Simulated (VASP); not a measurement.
## CsSnBr3: relaxation of the atoms with PBE

Crystal: CsSnBr3.

```
Cs Sn Br
1.0
     5.79560    0.00000    0.00000
     0.00000    5.79560    0.00000
     0.00000    0.00000    5.79560
Cs Sn Br
1 1 3
Direct
  0.00000 0.00000 0.00000
  0.50000 0.50000 0.50000
  0.50000 0.00000 0.50000
  0.50000 0.50000 0.00000
  0.00000 0.50000 0.50000
```

| Property | Result |
| --- | --- |
| Program | VASP 6.6.1 |
| Task | relaxation of the atoms |
| Functional | PBE |
| Potentials or basis | VASP PAW PBE potentials, release 64 (Cs_sv, Sn_d, Br) |
| Cutoff | 450 eV |
| k mesh | 6 × 6 × 6 |
| Occupations | gaussian, width 0.01 eV |
| Spin | no spin polarisation |
| Dipole correction | no |
| Further INCAR settings | ALGO = Normal; EDIFF = 1e-07; IBRION = 2; EDIFFG = -0.003; NSW = 80 |

| Property | Result |
| --- | --- |
| Pressure after relaxing | 1.1 GPa |
| Band gap on the k mesh | 0.38 eV |

Final structure:
```cif
data_structure
_symmetry_space_group_name_H-M 'P 1'
_symmetry_Int_Tables_number 1
_cell_length_a 5.7956
_cell_length_b 5.7956
_cell_length_c 5.7956
_cell_angle_alpha 90.000
_cell_angle_beta 90.000
_cell_angle_gamma 90.000
_cell_volume 194.67
loop_
_atom_site_label
_atom_site_type_symbol
_atom_site_fract_x
_atom_site_fract_y
_atom_site_fract_z
_atom_site_occupancy
Cs1 Cs 0.00000 0.00000 0.00000 1
Sn1 Sn 0.50000 0.50000 0.50000 1
Br1 Br 0.50000 0.00000 0.50000 1
Br2 Br 0.50000 0.50000 0.00000 1
Br3 Br 0.00000 0.50000 0.50000 1
```

Levels at points of the mesh, in eV from the valence-band top:
| k point | band 20 | band 21 | band 22 | band 23 | band 24 | band 25 |
| --- | --- | --- | --- | --- | --- | --- |
| (0.00, 0.00, 0.00) | -3.06 | -3.06 | -3.06 | 2.10 | 3.10 | 3.10 |
| (0.50, 0.00, 0.00) | -3.18 | -3.18 | -2.09 | 1.41 | 3.56 | 4.18 |
| (0.50, 0.50, 0.00) | -3.47 | -2.70 | -1.02 | 0.93 | 0.93 | 3.88 |
| (0.50, 0.50, 0.50) | -2.68 | -2.68 | 0.00 | 0.38 | 0.38 | 0.38 |

Run time: 60 s on 1 thread of Intel(R) Xeon(R) Platinum 8259CL CPU @ 2.50GHz (Skylake/Cascade Lake) (shared host), peak memory 0.28 GiB.

Caveat: the relaxation stopped at its first step, so nothing moved; semilocal functionals underestimate gaps, and a narrow one can read as zero; spin-orbit coupling is left out, which moves the levels of the heavy elements. A k mesh can miss the band edges.
